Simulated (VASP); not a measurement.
# Al (P6_222) in VASP: notebook, part 2 of 3

VASP 6.6.1. Earlier steps stand in the parts before.

## Step 3: Single point, PBE

This run uses another cell than the first one, of 20.83 Å³/atom, 1.108 times its volume.

The input, INCAR:

```
SYSTEM = Al
PREC = Accurate
ENCUT = 520
EDIFF = 1E-7
ISMEAR = 0
SIGMA = 0.1
LREAL = .False.
LASPH = .True.
NELM = 60
ALGO = Fast
ISIF = 2
LWAVE = .False.
LCHARG = .False.
GGA = PE
NBANDS = 12
```

The input, KPOINTS:

```
Automatic mesh
0
Gamma
  6 6 6
  0 0 0
```

The input, POSCAR:

```
Al
1.0
    5.0444662049      0.0000000031      0.0000000000
   -2.5222331052      4.3686358804      0.0000000000
    0.0000000000      0.0000000000      2.8352891121
Al
3
Direct
    0.5000000000      0.5000000000      0.3333333333
    0.5000000000      0.0000000000      0.0000000000
    0.0000000000      0.5000000000      0.6666666667
```

Potentials or basis: VASP PAW PBE potentials, release 64 (Al).

Launch:

```
cat potpaw_PBE.64/Al/POTCAR > POTCAR
mpirun -np 1 vasp_std > vasp.out
```

OUTCAR:

```text
SYSTEM = Al
   PREC = Accurate
   ENCUT = 520
   EDIFF = 1E-7
   ISMEAR = 0
   LREAL = .False.
   LASPH = .True.
   NELM = 60
   ISIF = 2
   GGA = PE

 ion  position               nearest neighbor table
   1  0.500  0.500  0.333-   2 2.69   2 2.69   3 2.69   3 2.69   3 3.15   3 3.15   2 3.15   2 3.15

   2  0.500  0.000  0.000-   3 2.69   3 2.69   1 2.69   1 2.69   3 3.15   3 3.15   1 3.15   1 3.15

   3  0.000  0.500  0.667-   2 2.69   2 2.69   1 2.69   1 2.69   1 3.15   1 3.15   2 3.15   2 3.15

  LATTYP: Found a hexagonal cell.
 ALAT       =     5.0444662049
 C/A-ratio  =     0.5620592937

  Lattice vectors:

 A1 = (   5.0444662049,   0.0000000031,   0.0000000000)
 A2 = (  -2.5222331052,   4.3686358804,   0.0000000000)
 A3 = (   0.0000000000,   0.0000000000,   2.8352891121)

Analysis of symmetry for initial positions (statically):
=====================================================================
 Subroutine PRICEL returns:
 Original cell was already a primitive cell.

 Routine SETGRP: Setting up the symmetry group for a
 hexagonal supercell.

 Subroutine GETGRP returns: Found 12 space group operations
 (whereof  4 operations were pure point group operations)
 out of a pool of 24 trial point group operations.

[... 185 lines left out ...]
      9      12.6928      0.00000
     10      16.8729      0.00000
     11      17.3701      0.00000
     12      17.3729      0.00000
[... 331 lines left out ...]
 k-point    24 :       0.3333    0.0000    0.5000
  band No.  band energies     occupation
      1       0.7483      2.00000
      2       0.7634      2.00000
      3       3.1033      2.00000
      4       3.2901      2.00000
      5       5.5936      0.00623
      6       6.4063      0.00000
      7       6.6837      0.00000
      8       7.4706      0.00000
      9      10.4616      0.00000
     10      10.7845      0.00000
     11      11.5462      0.00000
     12      11.6421      0.00000

 [... further k-points ...]

------------------------ aborting loop because EDIFF is reached ----------------------------------------

  FORCE on cell =-STRESS in cart. coord.  units (eV):
  Direction    XX          YY          ZZ          XY          YZ          ZX
  --------------------------------------------------------------------------------------
  -------------------------------------------------------------------------------------
  Total        0.0275812      0.0275812     -0.0381592     -0.0000000     -0.0000000      0.0000000
  in kB        0.7072383      0.7072383     -0.9784783     -0.0000000     -0.0000000      0.0000000
  external PRESSURE =       0.1453328 kB  Pullay stress =       0.0000000 kB

 VOLUME and BASIS-vectors are now :
 -----------------------------------------------------------------------------
  energy-cutoff  :      520.00
  volume of cell :       62.48
      direct lattice vectors                 reciprocal lattice vectors
     5.044466205  0.000000003  0.000000000     0.198237030  0.114452203  0.000000000
    -2.522233105  4.368635880  0.000000000    -0.000000000  0.228904406  0.000000000
     0.000000000  0.000000000  2.835289112     0.000000000  0.000000000  0.352697718

 POSITION                                       TOTAL-FORCE (eV/Angst)
 -----------------------------------------------------------------------------------
      1.26112      2.18432      0.94510         0.000000     -0.000000      0.000000
      2.52223      0.00000      0.00000        -0.000000      0.000000     -0.000000
     -1.26112      2.18432      1.89019        -0.000000     -0.000000     -0.000000
 -----------------------------------------------------------------------------------
    total drift:                                0.000000     -0.000000      0.000000

  FREE ENERGIE OF THE ION-ELECTRON SYSTEM (eV)
  ---------------------------------------------------
  free  energy   TOTEN  =       -10.3019993365 eV

  energy  without entropy=      -10.2938316675  energy(sigma->0) =      -10.29791550
```

OSZICAR:

```text
N       E                     dE             d eps       ncg     rms          rms(c)
DAV:   1     0.531893165004E+01    0.53189E+01   -0.30817E+03   672   0.549E+02
DAV:   2    -0.992670915040E+01   -0.15246E+02   -0.14539E+02   888   0.760E+01
DAV:   3    -0.104264437080E+02   -0.49973E+00   -0.49673E+00   888   0.114E+01
DAV:   4    -0.104328303810E+02   -0.63867E-02   -0.63852E-02   796   0.157E+00
DAV:   5    -0.104329850938E+02   -0.15471E-03   -0.15471E-03   864   0.244E-01    0.216E+00
RMM:   6    -0.103389134164E+02    0.94072E-01   -0.39574E-02   673   0.752E-01    0.125E+00
RMM:   7    -0.103015908416E+02    0.37323E-01   -0.66859E-02   721   0.104E+00    0.165E-01
RMM:   8    -0.103018561953E+02   -0.26535E-03   -0.50938E-03   735   0.402E-01    0.599E-02
RMM:   9    -0.103019860175E+02   -0.12982E-03   -0.11158E-03   788   0.190E-01    0.569E-02
RMM:  10    -0.103019956553E+02   -0.96379E-05   -0.20637E-04   769   0.920E-02    0.952E-03
RMM:  11    -0.103019995561E+02   -0.39008E-05   -0.55345E-05   819   0.486E-02    0.151E-02
RMM:  12    -0.103020007182E+02   -0.11621E-05   -0.14185E-05   842   0.241E-02    0.189E-02
RMM:  13    -0.103019992821E+02    0.14361E-05   -0.29754E-06   758   0.102E-02    0.329E-02
RMM:  14    -0.103019994016E+02   -0.11951E-06   -0.10015E-06   751   0.617E-03    0.140E-02
RMM:  15    -0.103019993365E+02    0.65110E-07   -0.46464E-07   735   0.447E-03
   1 F= -.10301999E+02 E0= -.10297916E+02  d E =-.816767E-02
```

stdout:

```text
POSCAR found type information on POSCAR Al
 POSCAR found :  1 types and       3 ions
 scaLAPACK will be used
 LDA part: xc-table for (Slater+PW92), standard interpolation
 POSCAR, INCAR and KPOINTS ok, starting setup
 FFT: planning ... GRIDC
 FFT: planning ... GRID_SOFT
 FFT: planning ... GRID
 WAVECAR not read
 entering main loop
```

It took 10 s on 1 thread of Intel Xeon 6975P-C (Granite Rapids), shared host; peak memory 0.17 GiB.

What came out:

- Free energy: -10.3020 eV
- Pressure: 0.0 GPa

Stress tensor (GPa, compression positive):
```
 0.07  0.00  0.00
 0.00  0.07  0.00
 0.00  0.00 -0.10
```

Levels at points of the mesh, in eV from the Fermi level:
```tsv
k point	band 1	band 2	band 3	band 4	band 5	band 6	band 7	band 8	band 9
(0.00, 0.00, 0.00)	-9.87	-4.01	-2.56	-2.56	-1.35	-1.35	2.02	7.29	7.29
(0.50, 0.00, 0.00)	-8.60	-7.47	-3.86	-2.99	2.78	2.96	4.17	4.53	8.14
(0.00, 0.00, 0.50)	-5.35	-5.35	0.15	0.15	0.71	1.86	1.86	2.07	3.09
(0.50, 0.00, 0.50)	-4.16	-4.08	-3.16	-2.91	0.02	0.85	1.10	1.90	6.69
```

Caveat: the k points lie up to 0.37 Å⁻¹ apart.

## Step 4: Single point, PBE

This run uses another cell than the first one: it holds 6 atoms, not 3.

The input, INCAR:

```
SYSTEM = Al
PREC = Accurate
ENCUT = 520
EDIFF = 1E-7
ISMEAR = 0
SIGMA = 0.2
LREAL = .False.
LASPH = .True.
NELM = 80
ALGO = Normal
ISIF = 2
LWAVE = .False.
LCHARG = .True.
GGA = PE
LELF = .True.
LVHAR = .True.
NBANDS = 18
```

The input, KPOINTS:

```
regular mesh
0
Gamma
  6 6 4
  0 0 0
```

The input, POSCAR:

```
Al
1.0
    5.0823388535      0.0000000000      0.0000000000
   -2.5411694267      4.4014345578      0.0000000000
    0.0000000000      0.0000000000      5.5738833633
Al
6
Direct
    0.5000000000      0.5000000000      0.1666666667
    0.5000000000      0.5000000000      0.6666666667
    0.5000000000      1.0000000000      0.0000000000
    0.5000000000      1.0000000000      0.5000000000
    1.0000000000      0.5000000000      0.3333333333
    1.0000000000      0.5000000000      0.8333333333
```

Potentials or basis: VASP PAW PBE potentials, release 64 (Al).

Launch:

```
cat potpaw_PBE.64/Al/POTCAR > POTCAR
mpirun -np 1 vasp_std > vasp.out
```

OUTCAR:

```text
SYSTEM = Al
   PREC = Accurate
   ENCUT = 520
   EDIFF = 1E-7
   ISMEAR = 0
   LREAL = .False.
   LASPH = .True.
   NELM = 80
   ISIF = 2
   GGA = PE

 ion  position               nearest neighbor table
   1  0.500  0.500  0.167-   5 2.71   5 2.71   3 2.71   3 2.71   2 2.79   2 2.79   4 3.15   4 3.15
                             6 3.15   6 3.15
   2  0.500  0.500  0.667-   6 2.71   6 2.71   4 2.71   4 2.71   1 2.79   1 2.79   3 3.15   3 3.15
                             5 3.15   5 3.15
   3  0.500  0.000  0.000-   1 2.71   1 2.71   6 2.71   6 2.71   4 2.79   4 2.79   2 3.15   2 3.15
                             5 3.15   5 3.15
   4  0.500  0.000  0.500-   2 2.71   2 2.71   5 2.71   5 2.71   3 2.79   3 2.79   1 3.15   1 3.15
                             6 3.15   6 3.15
   5  0.000  0.500  0.333-   1 2.71   1 2.71   4 2.71   4 2.71   6 2.79   6 2.79   3 3.15   3 3.15
                             2 3.15   2 3.15
   6  0.000  0.500  0.833-   2 2.71   2 2.71   3 2.71   3 2.71   5 2.79   5 2.79   4 3.15   4 3.15
                             1 3.15   1 3.15
[... 7 lines left out ...]
 A1 = (   5.0823388535,   0.0000000000,   0.0000000000)
 A2 = (  -2.5411694267,   4.4014345578,   0.0000000000)
 A3 = (   0.0000000000,   0.0000000000,   5.5738833633)

Analysis of symmetry for initial positions (statically):
=====================================================================
[... 208 lines left out ...]
      5       2.6659      2.00000
      6       2.6659      2.00000
[... 418 lines left out ...]
      5       1.2734      2.00000
      6       1.2734      2.00000
[... 10 lines left out ...]
     17      10.3990      0.00000
     18      10.3990      0.00000

------------------------ aborting loop because EDIFF is reached ----------------------------------------

  FORCE on cell =-STRESS in cart. coord.  units (eV):
  Direction    XX          YY          ZZ          XY          YZ          ZX
  --------------------------------------------------------------------------------------
  -------------------------------------------------------------------------------------
  Total        0.5913006      0.5913006     -1.5246527      0.0000000      0.0000000     -0.0000000
  in kB        7.5980679      7.5980679    -19.5914132      0.0000000      0.0000000     -0.0000000
  external PRESSURE =      -1.4650925 kB  Pullay stress =       0.0000000 kB

 VOLUME and BASIS-vectors are now :
 -----------------------------------------------------------------------------
  energy-cutoff  :      520.00
  volume of cell :      124.69
      direct lattice vectors                 reciprocal lattice vectors
     5.082338853  0.000000000  0.000000000     0.196759805  0.113599326  0.000000000
    -2.541169427  4.401434558  0.000000000     0.000000000  0.227198652  0.000000000
     0.000000000  0.000000000  5.573883363     0.000000000  0.000000000  0.179408132

 POSITION                                       TOTAL-FORCE (eV/Angst)
 -----------------------------------------------------------------------------------
      1.27058      2.20072      0.92898        -0.000000      0.000000      0.000000
      1.27058      2.20072      3.71592         0.000000      0.000000      0.000000
      2.54117      0.00000      0.00000         0.000000     -0.000000     -0.000000
      2.54117      0.00000      2.78694         0.000000     -0.000000     -0.000000
     -1.27058      2.20072      1.85796        -0.000000      0.000000     -0.000000
     -1.27058      2.20072      4.64490         0.000000     -0.000000      0.000000
 -----------------------------------------------------------------------------------
    total drift:                                0.000000     -0.000000     -0.000000

  FREE ENERGIE OF THE ION-ELECTRON SYSTEM (eV)
  ---------------------------------------------------
  free  energy   TOTEN  =       -20.7333770101 eV

  energy  without entropy=      -20.6964935828  energy(sigma->0) =      -20.71493530
```

OSZICAR:

```text
N       E                     dE             d eps       ncg     rms          rms(c)
DAV:   1     0.151845203060E+02    0.15185E+02   -0.61402E+03   756   0.784E+02
DAV:   2    -0.196885186726E+02   -0.34873E+02   -0.32645E+02   970   0.987E+01
DAV:   3    -0.209680449791E+02   -0.12795E+01   -0.12602E+01   964   0.171E+01
DAV:   4    -0.209893229068E+02   -0.21278E-01   -0.21265E-01   998   0.259E+00
DAV:   5    -0.209899418474E+02   -0.61894E-03   -0.61892E-03   952   0.445E-01    0.308E+00
DAV:   6    -0.208057111279E+02    0.18423E+00   -0.11072E-01   880   0.129E+00    0.175E+00
DAV:   7    -0.207323433731E+02    0.73368E-01   -0.15928E-01   892   0.158E+00    0.256E-01
DAV:   8    -0.207333483030E+02   -0.10049E-02   -0.15134E-02   878   0.548E-01    0.545E-02
DAV:   9    -0.207333594070E+02   -0.11104E-04   -0.29247E-04   930   0.937E-02    0.409E-02
DAV:  10    -0.207333786464E+02   -0.19239E-04   -0.38146E-05   866   0.301E-02    0.820E-03
DAV:  11    -0.207333776950E+02    0.95144E-06   -0.69528E-07  1002   0.469E-03    0.209E-03
DAV:  12    -0.207333770775E+02    0.61747E-06   -0.72800E-07   832   0.384E-03    0.648E-04
DAV:  13    -0.207333770101E+02    0.67441E-07   -0.12196E-08   472   0.566E-04
   1 F= -.20733377E+02 E0= -.20714935E+02  d E =-.368834E-01
```

stdout:

```text
POSCAR found type information on POSCAR Al
 POSCAR found :  1 types and       6 ions
 scaLAPACK will be used
 LDA part: xc-table for (Slater+PW92), standard interpolation
 POSCAR, INCAR and KPOINTS ok, starting setup
 FFT: planning ... GRIDC
 FFT: planning ... GRID_SOFT
 FFT: planning ... GRID
 WAVECAR not read
 entering main loop
```

It took 21 s on 1 thread of Intel Xeon 6975P-C (Granite Rapids), shared host; peak memory 0.24 GiB.

Results:

```
Free energy            : -20.7334 eV
Pressure               : -0.1 GPa
Band gap on the k mesh : zero (band 9 reaches 6.89 eV, above the bottom of band 10 at 4.87 eV)
```

Levels at points of the mesh, in eV from the Fermi level:
```tsv
k point	band 6	band 7	band 8	band 9	band 10	band 11	band 12	band 13
(0.00, 0.00, 0.00)	-2.74	-1.43	-1.43	0.23	0.23	0.64	1.84	1.84
(0.50, 0.00, 0.00)	-3.11	-3.04	-2.76	0.05	0.99	1.16	1.98	2.63
(0.00, 0.00, 0.50)	-1.63	-1.59	-1.59	-0.35	-0.35	-0.33	-0.33	0.49
(0.50, 0.00, 0.50)	-2.84	-1.92	-1.92	1.49	1.49	2.38	2.38	3.85
```

(Part 2 of 3 ends here.)
